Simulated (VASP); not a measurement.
# SnO: single point with PBE

SnO:

```xyz
4
Lattice="4.2219 0.0000 0.0000 -2.1110 3.6563 0.0000 0.0000 0.0000 5.4561" Properties=species:S:1:pos:R:3 pbc="T T T"
Sn    0.0000    2.4375    3.9810
Sn    0.0000    2.4375    1.4751
O     2.1110    1.2188    4.1210
O     2.1110    1.2188    1.3350
```

The cell was generated, and may not be a known phase.

| Quantity | Value |
| --- | --- |
| Program | VASP 6.6.1 |
| Task | single point |
| Functional | PBE |
| Potentials or basis | VASP PAW PBE potentials, release 64 (Sn_d, O) |
| Cutoff | 520 eV |
| k mesh | 6 × 6 × 4 |
| Occupations | gaussian, width 0.1 eV |
| Spin | no spin polarisation |

- Pressure: -5.7 GPa
- Largest force: 4.420 eV/Å
- Band gap on the k mesh: zero (bands 20 and 21 overlap by 0.08 eV)

Forces on the atoms (eV/Å):
```
Sn   0.000  0.000  4.420
Sn   0.000  0.000 -4.420
O    0.000  0.000 -0.306
O    0.000  0.000  0.306
```

Stress tensor (GPa, compression positive):
```
-20.11   0.00   0.00
  0.00 -20.11   0.00
  0.00   0.00  23.12
```

Levels at points of the mesh, in eV from the Fermi level:
| k point | band 16 | band 17 | band 18 | band 19 | band 20 | band 21 | band 22 | band 23 | band 24 | band 25 |
| --- | --- | --- | --- | --- | --- | --- | --- | --- | --- | --- |
| (0.00, 0.00, 0.00) | -3.20 | -2.60 | -2.35 | -2.35 | -0.50 | -0.08 | 2.16 | 2.16 | 6.03 | 6.03 |
| (0.50, 0.00, 0.00) | -3.46 | -2.79 | -2.40 | -1.94 | -0.02 | 0.55 | 1.17 | 3.60 | 4.46 | 6.27 |
| (0.00, 0.00, 0.50) | -2.82 | -2.75 | -2.75 | -1.61 | -1.39 | 2.99 | 2.99 | 3.80 | 4.12 | 4.12 |
| (0.50, 0.00, 0.50) | -3.31 | -2.48 | -1.86 | -1.19 | -1.14 | 1.36 | 2.36 | 4.09 | 4.50 | 5.37 |

Run time: 21 s on 1 thread of Intel(R) Xeon(R) 6975P-C (Granite Rapids) (shared host), peak memory 0.21 GiB.

Caveat: the stress differs along the axes, from -20 to 23 GPa; semilocal functionals underestimate gaps, and a narrow one can read as zero; spin-orbit coupling is left out, which moves the levels of the heavy elements; forces of over 1 eV/Å act on the atoms, so gaps and moduli don't describe the material at rest.
